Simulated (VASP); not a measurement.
# H4O in VASP: notebook, part 2 of 2

VASP 6.6.1. The steps go on from the part before.

## (4) Single point, r2SCAN

This run uses another cell than the first one, of 8.49 Å³/atom.

Contents of POSCAR:

```
H4O
1.0
    5.0318300000      0.0000000000      0.0000000000
    0.0000000000      5.0318300000      0.0000000000
    0.0000000000      0.0000000000      5.0318300000
H O
12 3
Direct
    0.5215994976      0.8160053102      0.6512541163
    0.6312613900      0.8171579723      0.7472827977
    0.6338051961      0.6809053565      0.2384023308
    0.4695707128      0.6556461566      0.2230600000
    0.0539763863      0.8482003565      0.7104771028
    0.0077506593      0.9931774325      0.7540795297
    0.1684675357      0.2648340663      0.5577096206
    0.2779704402      0.2263788721      0.2880264238
   -0.0065781237      0.7539205418      0.0574144993
    0.0451525588      0.8646953494      0.3185520973
    0.8507242892      0.4975923272      0.5755361370
    0.8888416342      0.4126530507      0.8785272952
    0.2137790824      0.1250837171      0.4312745065
    0.0510351105      0.6836081505      0.2241331683
    0.9686932985      0.4981090379      0.7298736245
```

Contents of INCAR.step1:

```
SYSTEM = H4O
PREC = Accurate ; ENCUT = 520
ISMEAR = -1 ; SIGMA = 0.02
LREAL = Auto ; LASPH = .TRUE.
NELM = 100 ; NBANDS = 28
GGA = PE ; ALGO = Normal
EDIFF = 1E-4 ; LWAVE = .TRUE.
LCHARG = .FALSE.
```

Contents of INCAR.step2:

```
SYSTEM = H4O
PREC = Accurate ; ENCUT = 520
EDIFF = 1E-7 ; ISMEAR = -1
SIGMA = 0.02 ; LREAL = Auto
LASPH = .TRUE. ; NELM = 100
ALGO = Normal ; ISIF = 2
LWAVE = .FALSE. ; LCHARG = .FALSE.
METAGGA = R2SCAN ; LMIXTAU = .TRUE.
NBANDS = 28 ; ISTART = 1
```

Contents of KPOINTS:

```
regular mesh
0
G
  1 1 1
  0 0 0
```

Potentials or basis: VASP PAW PBE potentials, release 64 (H, O).

Launch:

```bash
> cat potpaw_PBE.64/H/POTCAR potpaw_PBE.64/O/POTCAR > POTCAR
> cp INCAR.step1 INCAR
> mpirun -np 1 vasp_gam > vasp.out
> cp INCAR.step2 INCAR
> mpirun -np 1 vasp_gam > vasp.out
```

OUTCAR:

```text
SYSTEM = H4O
   PREC = Accurate
   ENCUT = 520
   EDIFF = 1E-7
   ISMEAR = -1
   LREAL = Auto
   LASPH = .TRUE.
   NELM = 100
   ISIF = 2
   METAGGA = R2SCAN
   ISTART = 1

 ion  position               nearest neighbor table
   1  0.522  0.816  0.651-   2 0.73
   2  0.631  0.817  0.747-   1 0.73
   3  0.634  0.681  0.238-   4 0.84
   4  0.470  0.656  0.223-   3 0.84
   5  0.054  0.848  0.710-   6 0.80
   6  0.008  0.993  0.754-   5 0.80
   7  0.168  0.265  0.558-  13 0.98
   8  0.278  0.226  0.288-  13 0.94
   9  0.993  0.754  0.057-  14 0.96
  10  0.045  0.865  0.319-  14 1.03
  11  0.851  0.498  0.576-  15 0.98
  12  0.889  0.413  0.879-  15 0.95
  13  0.214  0.125  0.431-   8 0.94   7 0.98
  14  0.051  0.684  0.224-   9 0.96  10 1.03
  15  0.969  0.498  0.730-  12 0.95  11 0.98

  LATTYP: Found a simple cubic cell.
 ALAT       =     5.0318300000

  Lattice vectors:

 A1 = (   5.0318300000,   0.0000000000,   0.0000000000)
 A2 = (   0.0000000000,   5.0318300000,   0.0000000000)
 A3 = (   0.0000000000,   0.0000000000,   5.0318300000)

Analysis of symmetry for initial positions (statically):
=====================================================================
 Subroutine PRICEL returns:
 Original cell was already a primitive cell.

 Routine SETGRP: Setting up the symmetry group for a
 simple cubic supercell.

 Subroutine GETGRP returns: Found  1 space group operations
 (whereof  1 operations were pure point group operations)
 out of a pool of 48 trial point group operations.

The static configuration has the point symmetry C_1 .

Analysis of symmetry for dynamics (positions and initial velocities):
[... 142 lines left out ...]
   LEPSILON=     F    determine dielectric tensor
   LRPA    =     F    only Hartree local field effects (RPA)
 non-spin polarized calculation
  energy-cutoff  :      520.00
  volume of cell :      127.40
 maximum number of plane-waves:      1704
 NGX is ok and might be reduce to    40
   NGX = 19   NGY = 19   NGZ = 19

 number of electron      29.9999998 magnetization

 Free energy of the ion-electron system (eV)
  ---------------------------------------------------
  ext. energy  EPLUGINS =         0.00000000
  ---------------------------------------------------
  free energy    TOTEN  =       -67.04347138 eV

  energy without entropy =      -67.04347138  energy(sigma->0) =      -67.04347138

 E-fermi :  -4.2678     XC(G=0):  -7.2067

 val. band max:       -4.7718215461   @ k =   0.0000   0.0000   0.0000
 cond. band min:       2.5366943519   @ k =   0.0000   0.0000   0.0000
 fundamental gap:      7.3085158980
 Fermi energy:        -4.2677840199

 k-point     1 :       0.0000    0.0000    0.0000
  band No.  band energies     occupation
      1     -24.8755      2.00000
      2     -23.9862      2.00000
      3     -23.5081      2.00000
      4     -12.1129      2.00000
      5     -10.7622      2.00000
      6      -9.9410      2.00000
[... 19 lines left out ...]
     26       9.1480      0.00000
     27      10.0153      0.00000
 [bands above 27 left out]

------------------------ aborting loop because EDIFF is reached ----------------------------------------

  FORCE on cell =-STRESS in cart. coord.  units (eV):
  Direction    XX          YY          ZZ          XY          YZ          ZX
  --------------------------------------------------------------------------------------
  -------------------------------------------------------------------------------------
  Total        0.5160890     -0.8504383      5.5226797      1.4384048     -1.7833675     -1.7981439
  in kB        6.4901884    -10.6948697     69.4516486     18.0889691    -22.4271228    -22.6129465
  external PRESSURE =      21.7489891 kB  Pullay stress =       0.0000000 kB

 VOLUME and BASIS-vectors are now :
 -----------------------------------------------------------------------------
  energy-cutoff  :      520.00
  volume of cell :      127.40
      direct lattice vectors                 reciprocal lattice vectors
     5.031830000  0.000000000  0.000000000     0.198734854  0.000000000  0.000000000
     0.000000000  5.031830000  0.000000000     0.000000000  0.198734854  0.000000000
     0.000000000  0.000000000  5.031830000     0.000000000  0.000000000  0.198734854

 POSITION                                       TOTAL-FORCE (eV/Angst)
 -----------------------------------------------------------------------------------
      2.62460      4.10600      3.27700        -0.000060      0.150729      0.150759
      3.17640      4.11180      3.76020        -0.339424      0.007923     -0.123367
      3.18920      3.42620      1.19960        -1.652444     -0.515090     -0.305882
      2.36280      3.29910      1.12240         1.452221      0.369048      0.102874
      0.27160      4.26800      3.57500        -0.753872      1.264400      0.980936
      0.03900      4.99750      3.79440         0.213851     -0.878297      0.211178
      0.84770      1.33260      2.80630        -0.279313     -0.175922      0.227750
      1.39870      1.13910      1.44930         0.772078      0.702457     -1.513586
      4.99873      3.79360      0.28890         0.048707     -0.131539     -1.353491
      0.22720      4.35100      1.60290         0.738056     -1.405580      0.036236
      4.28070      2.50380      2.89600         0.076387     -0.079752      0.443381
      4.47250      2.07640      4.42060        -0.660997     -0.476562      0.619499
      1.07570      0.62940      2.17010         0.144529      0.152604      0.210551
      0.25680      3.43980      1.12780        -0.412999      1.496578      1.453496
      4.87430      2.50640      3.67260         0.653280     -0.480996     -1.140334
 -----------------------------------------------------------------------------------
    total drift:                                0.001192     -0.003362     -0.000815

  FREE ENERGIE OF THE ION-ELECTRON SYSTEM (eV)
  ---------------------------------------------------
  free  energy   TOTEN  =       -67.0434713783 eV

  energy  without entropy=      -67.0434713782  energy(sigma->0) =      -67.04347138
```

OSZICAR.step1:

```text
N       E                     dE             d eps       ncg     rms          rms(c)
DAV:   1     0.206766729983E+03    0.20677E+03   -0.14639E+04    56   0.929E+02
DAV:   2    -0.466115285399E+02   -0.25338E+03   -0.23824E+03    80   0.225E+02
DAV:   3    -0.684925177450E+02   -0.21881E+02   -0.21766E+02    80   0.739E+01
DAV:   4    -0.687262421476E+02   -0.23372E+00   -0.23359E+00    64   0.866E+00
DAV:   5    -0.687279452880E+02   -0.17031E-02   -0.17029E-02    68   0.745E-01    0.146E+01
DAV:   6    -0.637568571171E+02    0.49711E+01   -0.11039E+01    64   0.212E+01    0.623E+00
DAV:   7    -0.632805426233E+02    0.47631E+00   -0.65126E-01    56   0.485E+00    0.355E+00
DAV:   8    -0.630963370631E+02    0.18421E+00   -0.44744E-01    68   0.405E+00    0.539E-01
DAV:   9    -0.631003318393E+02   -0.39948E-02   -0.41939E-02    60   0.123E+00    0.311E-01
DAV:  10    -0.631058560650E+02   -0.55242E-02   -0.70339E-03    56   0.516E-01    0.120E-01
DAV:  11    -0.631060210740E+02   -0.16501E-03   -0.93050E-04    60   0.206E-01    0.410E-02
DAV:  12    -0.631060955171E+02   -0.74443E-04   -0.17267E-04    56   0.907E-02
   1 F= -.63106096E+02 E0= -.63106096E+02  d E =-.579274E-11
```

Wall time 57 s (1 thread of Intel Xeon Platinum 8259CL at 2.50GHz (Skylake/Cascade Lake), shared host); peak memory 0.24 GiB.

What came out:

* Free energy: -67.0435 eV
* Pressure: 2.2 GPa
* Largest force: 2.127 eV/Å

Forces in eV/Å, atoms in the order of the input:
```
H    0.000  0.151  0.151
H   -0.339  0.008 -0.123
H   -1.652 -0.515 -0.306
H    1.452  0.369  0.103
H   -0.754  1.264  0.981
H    0.214 -0.878  0.211
H   -0.279 -0.176  0.228
H    0.772  0.702 -1.514
H    0.049 -0.132 -1.353
H    0.738 -1.406  0.036
H    0.076 -0.080  0.443
H   -0.661 -0.477  0.619
O    0.145  0.153  0.211
O   -0.413  1.497  1.453
O    0.653 -0.481 -1.140
```

Caveat: the k points lie up to 1.25 Å⁻¹ apart, too coarse for converged energies, forces and pressures; the atoms stand as in a frame of molecular dynamics; the PAW data sets were made with another functional, which shifts forces and pressure a little.

## (5) Summary

```csv
cell,pressure (GPa),largest force (eV/Å)
"a = 4.053 Å, 15 atoms, atomic positions A",29.1,3.42
"a = 4.232 Å, 15 atoms, atomic positions B",0.2,4.05
"a = 5.032 Å, 15 atoms, atomic positions C",2.2,2.13
```

Alike in all rows: task single point; level r2SCAN; potentials or basis VASP PAW PBE potentials, release 64 (H, O); no spin polarisation; k mesh 1 × 1 × 1; cutoff (eV) 520; smearing fermi-dirac 0.02 eV.

Caveats: all runs use coarse meshes; the atoms stand as in a frame of molecular dynamics; the PAW data sets were made with another functional, which shifts forces and pressure a little.

Total energies depend on the potentials used, so only differences within one code and one set of settings carry meaning.
